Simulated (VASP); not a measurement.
Here is a VASP 6.6.1 calculation.

Contents of INCAR:

```
SYSTEM = FeS2
PREC     = Accurate       ! precision mode
ENCUT    = 600            ! plane-wave cutoff, eV
EDIFF    = 1E-6           ! SCF threshold, eV
ISMEAR   = 0              ! smearing method
SIGMA    = 0.02           ! smearing width, eV
LREAL    = .False.        ! projectors in reciprocal space
LASPH    = .True.         ! aspherical terms in the spheres
NELM     = 120            ! most SCF steps
ALGO     = Normal         ! electronic algorithm
ISIF     = 2              ! what is computed and relaxed
LWAVE    = .False.        ! write WAVECAR
LCHARG   = .False.        ! write CHGCAR
GGA      = PS             ! functional
NBANDS   = 29             ! bands
GGA_COMPAT= .False.
```

The input KPOINTS:

```
regular mesh
0
Gamma
  6 6 8
  0 0 0
```

Contents of POSCAR:

```
FeS2
1.0
    4.3674117449      0.0000000000      0.0000000000
    0.0000000000      5.3331402397      0.0000000000
    0.0000000000      0.0000000000      3.2440876457
Fe S
2 4
Direct
    0.5000000000      0.5000000000      0.5000000000
    0.0000000000      0.0000000000      0.0000000000
    0.2962210656      0.8740793136      0.5000000000
    0.7037789344      0.1259206864      0.5000000000
    0.2037789344      0.3740793136      0.0000000000
    0.7962210656      0.6259206864      0.0000000000
```

Potentials or basis: VASP PAW PBE potentials, release 64 (Fe, S).

Run with:

```console
$ cat potpaw_PBE.64/Fe/POTCAR potpaw_PBE.64/S/POTCAR > POTCAR
$ mpirun -np 1 vasp_std > vasp.out
```

(1) Predict the largest force.

(2) Predict the band gap on the k mesh.

## Answers

(1) 0.059 eV/Å.

(2) 0.89 eV (least direct gap 1.25 eV).

Caveat: the cell differs from its parent crystal (strain along c alone, the other axes held: -3.0 %, then relaxed in part); the PAW data sets were made with another functional, which shifts forces and pressure a little.
